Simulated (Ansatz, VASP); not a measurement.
**BN in VASP and in Ansatz**

```xyz
2
Lattice="0.0000 1.8229 1.7971 1.8229 0.0000 1.7971 1.8229 1.8229 0.0000" Properties=species:S:1:pos:R:3 pbc="T T T"
B     0.0000    0.0000    0.0000
N     0.9114    0.9114    0.8986
```

Change from the starting cell: epitaxial_xy strain +1.0%.

Alike in both runs: task single point; functional HSE06; k mesh 8 × 8 × 8; no spin polarisation.

|  | VASP | Ansatz |
| --- | --- | --- |
| version | VASP 6.6.1 | Ansatz 0.2.0 |
| potentials or method | VASP PAW PBE potentials, release 64 (B, N) | plane waves, PAW |
| plane-wave cutoff (eV) | 520 | 420 |
| occupations | gaussian, width 0.01 eV | fixed |
| valence electrons in the cell | 8 | 8 |

Ansatz gave:

- gap on the k mesh at the Fermi level (eV): 5.52
- pressure (GPa): -10.3
- traceless stress, the component that is largest in VASP (GPa): 5.94

Task: Which values does VASP return?

Result: gap on the k mesh at the Fermi level (eV): 5.50; pressure (GPa): -9.9; traceless stress, the component that is largest in VASP (GPa): 5.93.

Ansatz's warnings: stress exchange threshold loose, stress scf threshold loose.
